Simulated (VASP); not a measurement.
# GaN in VASP: further runs, part 2 of 2

VASP 6.6.1. The steps go on from the part before.

## Step 3: Single point, PBE

This run uses another cell than the first one, of 9.72 Å³/atom, 0.943 times its volume.

Contents of INCAR:

```
PREC = Accurate ; ENCUT = 520
EDIFF = 1E-7 ; ISMEAR = 0
SIGMA = 0.02 ; LREAL = False
LASPH = True ; NELM = 100
ALGO = Normal ; ISIF = 2
LWAVE = False ; LCHARG = False
GGA = PE ; NBANDS = 16
```

Contents of KPOINTS:

```
regular mesh
0
Gamma
  14 14 14
```

Contents of POSCAR:

```
GaN
1.0
    0.0000000000      2.1341311777      2.1341311777
    2.1341311777      0.0000000000      2.1341311777
    2.1341311777      2.1341311777      0.0000000000
Ga N
1 1
Direct
    0.0000000000      0.0000000000      0.0000000000
    0.5000000000      0.5000000000      0.5000000000
```

Potentials or basis: VASP PAW PBE potentials, release 64 (Ga_d, N).

Launch:

```bash
> cat potpaw_PBE.64/Ga_d/POTCAR potpaw_PBE.64/N/POTCAR > POTCAR
> mpirun -np 1 vasp_std > vasp.out
```

OUTCAR:

```text
PREC = Accurate
   ENCUT = 520
   EDIFF = 1E-7
   ISMEAR = 0
   LREAL = False
   LASPH = True
   NELM = 100
   ISIF = 2
   GGA = PE

 ion  position               nearest neighbor table
   1  0.000  0.000  0.000-   2 2.13   2 2.13   2 2.13   2 2.13   2 2.13   2 2.13
   2  0.500  0.500  0.500-   1 2.13   1 2.13   1 2.13   1 2.13   1 2.13   1 2.13

  LATTYP: Found a face centered cubic cell.
 ALAT       =     4.2682623554

  Lattice vectors:

 A1 = (   0.0000000000,   2.1341311777,   2.1341311777)
 A2 = (   2.1341311777,   0.0000000000,   2.1341311777)
 A3 = (   2.1341311777,   2.1341311777,   0.0000000000)

Analysis of symmetry for initial positions (statically):
=====================================================================
 Subroutine PRICEL returns:
 Original cell was already a primitive cell.

 Routine SETGRP: Setting up the symmetry group for a
 face centered cubic supercell.

 Subroutine GETGRP returns: Found 48 space group operations
 (whereof 48 operations were pure point group operations)
 out of a pool of 48 trial point group operations.

The static configuration has the point symmetry O_h .

Analysis of symmetry for dynamics (positions and initial velocities):
=====================================================================
 Subroutine PRICEL returns:
 Original cell was already a primitive cell.

 Routine SETGRP: Setting up the symmetry group for a
 face centered cubic supercell.

 Subroutine GETGRP returns: Found 48 space group operations
 (whereof 48 operations were pure point group operations)
 out of a pool of 48 trial point group operations.

The dynamic configuration has the point symmetry O_h .

 Subroutine INISYM returns: Found 48 space group operations
 (whereof 48 operations are pure point group operations),
 and found     1 'primitive' translations

[... 104 lines left out ...]
   PSTRESS=    0.0 pullay stress
   NELECT =      18.0000    total number of electrons
   NUPDOWN=      -1.0000    fix difference up-down
   EMIN   =  10.00;   EMAX   =-10.00  energy-range for DOS
   EFERMI =   0.00;   METHOD = LEGACY
   ISMEAR =     0;   SIGMA  =   0.02  broadening in eV -4-tet -1-fermi 0-gaus
   EFERMI_NEDOS =   21; number of points for ismear=-14 and -15
   IALGO  =     38    algorithm
   IMIX   =      4    mixing-type and parameters
     AMIX     =   0.40;   BMIX     =  1.00
     AMIX_MAG =   1.60;   BMIX_MAG =  1.00
  volume/ion in A,a.u.               =       9.72        65.59
  Fermi-wavevector in a.u.,A,eV,Ry     =   1.595639  3.015320 34.641288  2.546063
  Thomas-Fermi vector in A             =   2.693526
   LORBIT       =      0    0 simple, 1 ext, 2 COOP (PROOUT), +10 PAW based schemes
   GGA     = PE    functional components
   LHFCALC =     F    Hartree Fock is set to
   AEXX    =    0.0000 exact exchange contribution
   IVDW    =     0    specifies the selected vdW correction
   LEPSILON=     F    determine dielectric tensor
   LRPA    =     F    only Hartree local field effects (RPA)
 non-spin polarized calculation
 Gauss-broadening in eV      SIGMA  =   0.02
  energy-cutoff  :      520.00
  volume of cell :       19.44
 maximum number of plane-waves:       544
   NGX = 11   NGY = 11   NGZ = 11

 number of electron      18.0000005 magnetization

 Free energy of the ion-electron system (eV)
  ---------------------------------------------------
  ext. energy  EPLUGINS =         0.00000000
  ---------------------------------------------------
  free energy    TOTEN  =       -11.20667231 eV

  energy without entropy =      -11.20667231  energy(sigma->0) =      -11.20667231

 E-fermi :   7.6240     XC(G=0): -12.9132

 val. band max:        7.5378185010   @ k =  -0.2143   0.1429   0.0000
 cond. band min:       7.9439416738   @ k =   0.5000   0.5000   0.0000
 fundamental gap:      0.4061231728
 Fermi energy:         7.6240351524

 k-point     1 :       0.0000    0.0000    0.0000
  band No.  band energies     occupation
      1      -9.4775      2.00000
      2      -6.4659      2.00000
      3      -6.4659      2.00000
      4      -6.4659      2.00000
      5      -6.3785      2.00000
      6      -6.3785      2.00000
[... 433 lines left out ...]
      3      -6.4669      2.00000
      4      -6.4388      2.00000
      5      -6.3108      2.00000
      6      -6.2992      2.00000
[... 8 lines left out ...]
     15      26.9116      0.00000
     16      27.9733      0.00000

 [... further k-points ...]
[... 5 lines left out ...]
  --------------------------------------------------------------------------------------
  -------------------------------------------------------------------------------------
  Total        0.0910271      0.0910271      0.0910271     -0.0000000     -0.0000000     -0.0000000
  in kB        7.5021850      7.5021850      7.5021850     -0.0000000     -0.0000000     -0.0000000
  external PRESSURE =       7.5021850 kB  Pullay stress =       0.0000000 kB

 VOLUME and BASIS-vectors are now :
 -----------------------------------------------------------------------------
  energy-cutoff  :      520.00
  volume of cell :       19.44
      direct lattice vectors                 reciprocal lattice vectors
     0.000000000  2.134131178  2.134131178    -0.234287379  0.234287379  0.234287379
     2.134131178  0.000000000  2.134131178     0.234287379 -0.234287379  0.234287379
     2.134131178  2.134131178  0.000000000     0.234287379  0.234287379 -0.234287379

 POSITION                                       TOTAL-FORCE (eV/Angst)
 -----------------------------------------------------------------------------------
      0.00000      0.00000      0.00000        -0.000000      0.000000      0.000000
      2.13413      2.13413      2.13413         0.000000     -0.000000     -0.000000
 -----------------------------------------------------------------------------------
    total drift:                                0.000000     -0.000000     -0.000000

  FREE ENERGIE OF THE ION-ELECTRON SYSTEM (eV)
  ---------------------------------------------------
  free  energy   TOTEN  =       -11.2066723091 eV

  energy  without entropy=      -11.2066723091  energy(sigma->0) =      -11.20667231
```

OSZICAR:

```text
N       E                     dE             d eps       ncg     rms          rms(c)
DAV:   1     0.746944618947E+02    0.74694E+02   -0.92383E+03  3816   0.211E+03
DAV:   2    -0.844604467354E+01   -0.83141E+02   -0.77116E+02  3760   0.317E+02
DAV:   3    -0.129566959801E+02   -0.45107E+01   -0.44936E+01  3888   0.637E+01
DAV:   4    -0.129976594695E+02   -0.40963E-01   -0.40958E-01  4064   0.641E+00
DAV:   5    -0.129981681498E+02   -0.50868E-03   -0.50868E-03  4016   0.650E-01    0.726E+00
DAV:   6    -0.112309301896E+02    0.17672E+01   -0.44248E+00  4888   0.389E+01    0.239E+00
DAV:   7    -0.112217531441E+02    0.91770E-02   -0.21611E-01  3984   0.527E+00    0.156E+00
DAV:   8    -0.112086425942E+02    0.13111E-01   -0.36220E-02  3752   0.209E+00    0.566E-01
DAV:   9    -0.112066365690E+02    0.20060E-02   -0.67183E-03  4064   0.176E+00    0.124E-01
DAV:  10    -0.112066804644E+02   -0.43895E-04   -0.61057E-04  3856   0.288E-01    0.335E-02
DAV:  11    -0.112066706917E+02    0.97727E-05   -0.43144E-05  4216   0.769E-02    0.814E-03
DAV:  12    -0.112066724768E+02   -0.17850E-05   -0.30275E-06  4048   0.289E-02    0.399E-03
DAV:  13    -0.112066723666E+02    0.11022E-06   -0.22780E-07  3576   0.462E-03    0.983E-04
DAV:  14    -0.112066723091E+02    0.57497E-07   -0.11837E-08  2096   0.996E-04
   1 F= -.11206672E+02 E0= -.11206672E+02  d E =-.838817E-12
```

Run time: 25 s. Hardware: 1 thread of AMD EPYC 7R13 (Zen 3), shared host; peak memory 0.13 GiB.

What came out:

- Free energy: -11.2067 eV
- Pressure: 0.8 GPa
- Band gap on the k mesh: 0.41 eV, indirect (least direct gap 2.38 eV)

A k mesh can miss the band edges.
